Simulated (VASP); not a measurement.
Crystal: SnSe2.

```
Sn Se
1.0
     3.81100    0.00000    0.00000
    -1.90550    3.30042    0.00000
     0.00000    0.00000    6.13600
Sn Se
1 2
Direct
  0.00000 0.00000 0.00000
  0.33333 0.66667 0.24900
  0.66667 0.33333 0.75100
```

```yaml
Program: VASP 6.6.1
Task: relaxation of cell and atoms
Functional: PBE
Potentials_or_basis: VASP PAW PBE potentials, release 64 (Sn_d, Se)
Cutoff: 600 eV
k_mesh: 6 × 6 × 4
Occupations: gaussian, width 0.01 eV
Spin: no spin polarisation
```

At the start: pressure 5.7 GPa; volume 25.73 Å³/atom.

Question: How do energy, volume and symmetry change on relaxing?

Answer: Over 12 steps the energy falls by 41.7 meV/atom and the volume is 30.20 Å³/atom (+17.4 %); space group P-3m1 (No. 164, to 0.05 Å).

Step by step:
| step | energy change (eV) | largest force (eV/Å) | pressure (GPa) | volume (Å³) |
| --- | --- | --- | --- | --- |
| 1 | 0.0000 | 0.7962 | 5.67 | 77.18 |
| 2 | -0.0416 | 0.6348 | -3.32 | 87.79 |
| 3 | -0.1093 | 0.0732 | 0.01 | 82.80 |
| 4 | -0.1093 | 0.0583 | 0.10 | 82.68 |
| 5 | -0.1103 | 0.0666 | 0.11 | 82.80 |
| 6 | -0.1127 | 0.0915 | 0.13 | 83.14 |
| 7 | -0.1140 | 0.1411 | 0.22 | 83.81 |
| 8 | -0.1145 | 0.1387 | 0.21 | 83.95 |
| 9 | -0.1161 | 0.1308 | 0.18 | 84.39 |
| 10 | -0.1188 | 0.1145 | 0.12 | 85.27 |
| 11 | -0.1225 | 0.0791 | 0.05 | 87.04 |
| 12 | -0.1252 | 0.0076 | 0.05 | 90.60 |

Final structure:
```cif
data_structure
_symmetry_space_group_name_H-M 'P 1'
_symmetry_Int_Tables_number 1
_cell_length_a 3.8752
_cell_length_b 3.8752
_cell_length_c 6.9663
_cell_angle_alpha 90.000
_cell_angle_beta 90.000
_cell_angle_gamma 120.000
_cell_volume 90.60
loop_
_atom_site_label
_atom_site_type_symbol
_atom_site_fract_x
_atom_site_fract_y
_atom_site_fract_z
_atom_site_occupancy
Sn1 Sn 0.00000 0.00000 0.00000 1
Se1 Se 0.33333 0.66667 0.22868 1
Se2 Se 0.66667 0.33333 0.77132 1
```

Caveat: the volume moved by over 15 % at a fixed basis, so the end points are rough; this functional lacks dispersion, which binds the layers, so the pressure and a relaxed spacing across them are unreliable; the volume moved by +17 % from the deposited cell, more than functionals usually miss; the relaxation stopped at a loose force limit of 0.05 eV/Å, so its end isn't a converged minimum.
